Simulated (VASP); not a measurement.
# SnO2 (R-3m) in VASP: single point with r2SCAN

Aim: the single point of SnO2 with r2SCAN.

All numbers are computed with VASP 6.6.1; they aren't measurements. Logs are shortened: lines on timing, memory, paths and dates and some standing lists are left out, and cuts for length are marked.

## (1) The cell of the first run

Symmetry: R-3m, No. 166, trigonal system. Conventional cell: a = 3.234 Å, b = 3.234 Å, c = 15.266 Å, α = 90.00°, β = 90.00°, γ = 120.00°. Sn (site symmetry -3m) has 6 O at 2.16 Å within 2.9 Å. Within 2.9 Å of O (site symmetry 3m) lie 3 Sn at 2.16 Å and 3 O at 2.85 Å.

## (2) Single point, r2SCAN (strain +0.0600 x Voigt [0, 0, 1, 0, 0, 0])

Contents of POSCAR:

```
SnO2
1.0
    1.6170930752      0.9336291223      5.0886281390
   -1.6170930752      0.9336291223      5.0886281390
    0.0000000000     -1.8672582446      5.0886281390
Sn O
1 2
Direct
    0.5000000000      0.5000000000      0.5000000000
    0.2371700000      0.2371700000      0.2371700000
    0.7628300000      0.7628300000      0.7628300000
```

Contents of INCAR.step1:

```
SYSTEM = SnO2
PREC = Accurate
ENCUT = 520
ISMEAR = 0
SIGMA = 0.05
LREAL = .FALSE.
LASPH = .TRUE.
NELM = 60
NBANDS = 20
GGA = PE
ALGO = Normal
EDIFF = 1E-4
LWAVE = .TRUE.
LCHARG = .FALSE.
```

Contents of INCAR.step2:

```
SYSTEM = SnO2
PREC = Accurate
ENCUT = 520
EDIFF = 1E-6
ISMEAR = 0
SIGMA = 0.05
LREAL = .FALSE.
LASPH = .TRUE.
NELM = 60
ALGO = Normal
ISIF = 2
LWAVE = .FALSE.
LCHARG = .FALSE.
METAGGA = R2SCAN
LMIXTAU = .TRUE.
NBANDS = 20
ISTART = 1
```

Contents of KPOINTS:

```
Automatic mesh
0
G
  12 12 12
  0 0 0
```

Potentials or basis: VASP PAW PBE potentials, release 64 (Sn_d, O).

Run with:

```
$ cat potpaw_PBE.64/Sn_d/POTCAR potpaw_PBE.64/O/POTCAR > POTCAR
$ cp INCAR.step1 INCAR
$ mpirun -np 1 vasp_std > vasp.out
$ cp INCAR.step2 INCAR
$ mpirun -np 1 vasp_std > vasp.out
```

OUTCAR:

```text
SYSTEM = SnO2
   PREC = Accurate
   ENCUT = 520
   EDIFF = 1E-6
   ISMEAR = 0
   LREAL = .FALSE.
   LASPH = .TRUE.
   NELM = 60
   ISIF = 2
   METAGGA = R2SCAN
   ISTART = 1

 ion  position               nearest neighbor table
   1  0.500  0.500  0.500-   2 2.16   2 2.16   3 2.16   3 2.16   2 2.16   3 2.16
   2  0.237  0.237  0.237-   1 2.16   1 2.16   1 2.16
   3  0.763  0.763  0.763-   1 2.16   1 2.16   1 2.16

  LATTYP: Found a trigonal (rhomboedric) cell.
 ALAT       =     5.4204049377
 COS(alpha) =     0.8219932111

  Lattice vectors:

 A1 = (   1.6170930752,   0.9336291223,   5.0886281390)
 A2 = (  -1.6170930752,   0.9336291223,   5.0886281390)
 A3 = (   0.0000000000,  -1.8672582446,   5.0886281390)

Analysis of symmetry for initial positions (statically):
=====================================================================
 Subroutine PRICEL returns:
 Original cell was already a primitive cell.

 Routine SETGRP: Setting up the symmetry group for a
 trigonal (rhombohedral) supercell.

 Subroutine GETGRP returns: Found 12 space group operations
 (whereof 12 operations were pure point group operations)
 out of a pool of 12 trial point group operations.

The static configuration has the point symmetry D_3d.

Analysis of symmetry for dynamics (positions and initial velocities):
=====================================================================
 Subroutine PRICEL returns:
 Original cell was already a primitive cell.

 Routine SETGRP: Setting up the symmetry group for a
 trigonal (rhombohedral) supercell.

 Subroutine GETGRP returns: Found 12 space group operations
 (whereof 12 operations were pure point group operations)
 out of a pool of 12 trial point group operations.

The dynamic configuration has the point symmetry D_3d.

 Subroutine INISYM returns: Found 12 space group operations
 (whereof 12 operations are pure point group operations),
 and found     1 'primitive' translations

----------------------------------------------------------------------------------------

                                     Primitive cell

  volume of cell :      46.0958

  direct lattice vectors                    reciprocal lattice vectors
     1.617093075  0.933629122  5.088628139     0.309196797  0.178514854  0.065505540
    -1.617093075  0.933629122  5.088628139    -0.309196797  0.178514854  0.065505540
     0.000000000 -1.867258245  5.088628139     0.000000000 -0.357029708  0.065505540

  length of vectors
     5.420404938  5.420404938  5.420404938     0.362989240  0.362989240  0.362989240

  position of ions in fractional coordinates (direct lattice)
     0.500000000  0.500000000  0.500000000
     0.237170000  0.237170000  0.237170000
     0.762830000  0.762830000  0.762830000

  ion indices of the primitive-cell ions
   primitive index   ion index
                 1           1
                 2           2
                 3           3

----------------------------------------------------------------------------------------

 KPOINTS: Automatic mesh

Automatic generation of k-mesh.
 Grid dimensions read from file:
 generate k-points for:   12   12   12

 Generating k-lattice:

  Cartesian coordinates                     Fractional coordinates (reciprocal lattice)
     0.025766400  0.014876238  0.005458795     0.083333333 -0.000000000 -0.000000000
    -0.025766400  0.014876238  0.005458795    -0.000000000  0.083333333 -0.000000000
     0.000000000 -0.029752476  0.005458795    -0.000000000 -0.000000000  0.083333333

  Length of vectors
     0.030249103  0.030249103  0.030249103

  Shift w.r.t. Gamma in fractional coordinates (k-lattice)
     0.000000000  0.000000000  0.000000000

 Subroutine IBZKPT returns following result:
 ===========================================

 Found    189 irreducible k-points:

 Following reciprocal coordinates:
            Coordinates               Weight
  0.000000  0.000000  0.000000      1.000000
  0.083333  0.000000  0.000000      6.000000
  0.166667 -0.000000  0.000000      6.000000
  0.250000  0.000000  0.000000      6.000000
  0.333333  0.000000  0.000000      6.000000
  0.416667  0.000000  0.000000      6.000000
[... 16 lines left out ...]
  0.500000  0.166667  0.000000     12.000000
 -0.416667  0.166667 -0.000000     12.000000
 [... further k-points ...]
   k-points           NKPTS =    189   k-points in BZ     NKDIM =    189   number of bands    NBANDS=     20
   number of dos      NEDOS =    301   number of ions     NIONS =      3
   total plane-waves  NPLWV =  64000
   dimension x,y,z NGX =    40 NGY =   40 NGZ =   40
   dimension x,y,z NGXF=    80 NGYF=   80 NGZF=   80
   ions per type =               1   2
   NGX,Y,Z   is equivalent  to a cutoff of  12.27, 12.27, 12.27 a.u.
   NGXF,Y,Z  is equivalent  to a cutoff of  24.54, 24.54, 24.54 a.u.
 SYSTEM =  SnO2
   PREC   = accura    normal or accurate (medium, high low for compatibility)
   ISTART =      1    job   : 0-new  1-cont  2-samecut
   ICHARG =      0    charge: 1-file 2-atom 10-const
   ISPIN  =      1    spin polarized calculation?
   LNONCOLLINEAR =      F non collinear calculations
   LSORBIT =      F    spin-orbit coupling
   LASPH  =      T    aspherical Exc in radial PAW
   ENCUT  =  520.0 eV  38.22 Ry    6.18 a.u.  10.08 10.08 10.08*2*pi/ulx,y,z
   NELM   =     60;   NELMIN=  2; NELMDL=  0     # of ELM steps
   EDIFF  = 0.1E-05   stopping-criterion for ELM
   LREAL  =      F    real-space projection
   EDIFFG = 0.1E-04   stopping-criterion for IOM
   NSW    =      0    number of steps for IOM
   IBRION =     -1    ionic relax: 0-MD 1-quasi-New 2-CG
   NFREE  =      0    steps in history (QN), initial steepest desc. (CG)
   ISIF   =      2    stress and relaxation
   ISYM   =      2    0-nonsym 1-usesym 2-fastsym
   POTIM  = 0.5000    time-step for ionic-motion
   TEBEG  =    0.0;   TEEND  =   0.0 temperature during run
   PSTRESS=    0.0 pullay stress
   NELECT =      26.0000    total number of electrons
   NUPDOWN=      -1.0000    fix difference up-down
   EMIN   =  10.00;   EMAX   =-10.00  energy-range for DOS
   EFERMI =   0.00;   METHOD = LEGACY
   ISMEAR =     0;   SIGMA  =   0.05  broadening in eV -4-tet -1-fermi 0-gaus
   EFERMI_NEDOS =   21; number of points for ismear=-14 and -15
   IALGO  =     38    algorithm
   IMIX   =      4    mixing-type and parameters
     AMIX     =   0.40;   BMIX     =  1.00
     AMIX_MAG =   1.60;   BMIX_MAG =  1.00
  volume/ion in A,a.u.               =      15.37       103.69
  Fermi-wavevector in a.u.,A,eV,Ry     =   1.352629  2.556099 24.893305  1.829606
  Thomas-Fermi vector in A             =   2.479952
   LORBIT       =      0    0 simple, 1 ext, 2 COOP (PROOUT), +10 PAW based schemes
   METAGGA = R2SCAN    functional components
   LHFCALC =     F    Hartree Fock is set to
   AEXX    =    0.0000 exact exchange contribution
   IVDW    =     0    specifies the selected vdW correction
   LEPSILON=     F    determine dielectric tensor
   LRPA    =     F    only Hartree local field effects (RPA)
 non-spin polarized calculation
 Gauss-broadening in eV      SIGMA  =   0.05
  energy-cutoff  :      520.00
  volume of cell :       46.10
 maximum number of plane-waves:      1258
   NGX = 21   NGY = 21   NGZ = 21

 number of electron      26.0000007 magnetization

 Free energy of the ion-electron system (eV)
  ---------------------------------------------------
  ext. energy  EPLUGINS =         0.00000000
  ---------------------------------------------------
  free energy    TOTEN  =       -41.48553167 eV

  energy without entropy =      -41.48553167  energy(sigma->0) =      -41.48553167

 E-fermi :   2.4904     XC(G=0): -10.3273

 val. band max:        2.1606997927   @ k =  -0.1667   0.2500   0.0833
 cond. band min:       4.5919786598   @ k =   0.0000   0.0000   0.0000
 fundamental gap:      2.4312788671
 Fermi energy:         2.4904075572

 k-point     1 :       0.0000    0.0000    0.0000
  band No.  band energies     occupation
      1     -18.3053      2.00000
      2     -18.1781      2.00000
      3     -18.1781      2.00000
      4     -17.9849      2.00000
      5     -17.9849      2.00000
      6     -16.4073      2.00000
[... 12 lines left out ...]
     19      19.9962      0.00000
     20      20.1312      0.00000

 k-point     2 :       0.0833    0.0000    0.0000
  band No.  band energies     occupation
      1     -18.2864      2.00000
      2     -18.2308      2.00000
      3     -18.1643      2.00000
      4     -18.0014      2.00000
      5     -17.9854      2.00000
      6     -16.3605      2.00000
[... 12 lines left out ...]
     19      18.4106      0.00000
     20      20.1966      0.00000

 k-point     3 :       0.1667   -0.0000    0.0000
  band No.  band energies     occupation
      1     -18.4123      2.00000
      2     -18.2040      2.00000
      3     -18.1298      2.00000
      4     -18.0269      2.00000
      5     -17.9834      2.00000
      6     -16.2156      2.00000
[... 12 lines left out ...]
     19      17.0466      0.00000
     20      20.4297      0.00000

 k-point     4 :       0.2500    0.0000    0.0000
  band No.  band energies     occupation
      1     -18.6198      2.00000
      2     -18.1328      2.00000
      3     -18.0958      2.00000
      4     -18.0384      2.00000
      5     -17.9668      2.00000
      6     -15.9778      2.00000
[... 12 lines left out ...]
     19      16.0325      0.00000
     20      19.8145      0.00000

 k-point     5 :       0.3333    0.0000    0.0000
  band No.  band energies     occupation
      1     -18.8064      2.00000
      2     -18.1118      2.00000
      3     -18.0819      2.00000
      4     -18.0044      2.00000
      5     -17.9290      2.00000
      6     -15.6891      2.00000
[... 12 lines left out ...]
     19      15.3855      0.00000
     20      18.2236      0.00000
[... 353 lines left out ...]
      6     -15.7754      2.00000
[... 12 lines left out ...]
     19      16.3691      0.00000
     20      18.7282      0.00000

 k-point    22 :       0.4167    0.1667    0.0000
  band No.  band energies     occupation
      1     -18.7557      2.00000
      2     -18.2639      2.00000
      3     -18.0676      2.00000
      4     -18.0217      2.00000
      5     -17.9187      2.00000
      6     -15.4215      2.00000
[... 12 lines left out ...]
     19      16.4596      0.00000
     20      17.5514      0.00000

 k-point    23 :       0.5000    0.1667    0.0000
  band No.  band energies     occupation
      1     -18.8398      2.00000
      2     -18.2749      2.00000
      3     -18.0814      2.00000
      4     -17.9836      2.00000
      5     -17.9175      2.00000
      6     -15.1004      2.00000
[... 12 lines left out ...]
     19      16.5216      0.00000
     20      16.7807      0.00000

 k-point    24 :      -0.4167    0.1667   -0.0000
  band No.  band energies     occupation
      1     -18.8699      2.00000
      2     -18.2788      2.00000
      3     -18.0867      2.00000
      4     -17.9521      2.00000
      5     -17.9343      2.00000
      6     -14.9668      2.00000
[... 12 lines left out ...]
     19      15.8084      0.00000
     20      17.0585      0.00000

 [... further k-points ...]

------------------------ aborting loop because EDIFF is reached ----------------------------------------

  FORCE on cell =-STRESS in cart. coord.  units (eV):
  Direction    XX          YY          ZZ          XY          YZ          ZX
  --------------------------------------------------------------------------------------
  -------------------------------------------------------------------------------------
  Total       -2.8299367     -2.8299367     -3.3178856      0.0000000     -0.0000000      0.0000000
  in kB      -98.3616782    -98.3616782   -115.3215893      0.0000000     -0.0000000      0.0000000
  external PRESSURE =    -104.0149819 kB  Pullay stress =       0.0000000 kB

 VOLUME and BASIS-vectors are now :
 -----------------------------------------------------------------------------
  energy-cutoff  :      520.00
  volume of cell :       46.10
      direct lattice vectors                 reciprocal lattice vectors
     1.617093075  0.933629122  5.088628139     0.309196797  0.178514854  0.065505540
    -1.617093075  0.933629122  5.088628139    -0.309196797  0.178514854  0.065505540
     0.000000000 -1.867258245  5.088628139     0.000000000 -0.357029708  0.065505540

 POSITION                                       TOTAL-FORCE (eV/Angst)
 -----------------------------------------------------------------------------------
      0.00000      0.00000      7.63294        -0.000000      0.000000      0.000000
      0.00000      0.00000      3.62061         0.000000      0.000000     -1.349505
      0.00000      0.00000     11.64527         0.000000      0.000000      1.349505
 -----------------------------------------------------------------------------------
    total drift:                                0.000000      0.000000      0.000000

  FREE ENERGIE OF THE ION-ELECTRON SYSTEM (eV)
  ---------------------------------------------------
  free  energy   TOTEN  =       -41.4855316727 eV

  energy  without entropy=      -41.4855316727  energy(sigma->0) =      -41.48553167
```

It took 36 min on 1 thread of Intel Xeon 8259CL, shared host; peak memory 0.37 GiB.

Results:

```yaml
Free_energy: -41.4855 eV
Pressure: -10.4 GPa
Largest_force: 1.350 eV/Å
Band_gap_on_the_k_mesh: 2.43 eV (least direct gap 2.55 eV)
```

Forces in eV/Å, atoms in the order of the input:
```
Sn   0.000  0.000  0.000
O    0.000  0.000 -1.350
O    0.000  0.000  1.350
```

Stress tensor (GPa, compression positive):
```
 -9.84   0.00   0.00
  0.00  -9.84   0.00
  0.00   0.00 -11.53
```

Caveat: the cell differs from its parent crystal (strain +0.0600 x Voigt [0, 0, 1, 0, 0, 0]); the cell stands under tension; the PAW data sets were made with another functional, which shifts forces and pressure a little; spin-orbit coupling is left out, which moves the levels of the heavy elements. A k mesh can miss the band edges.
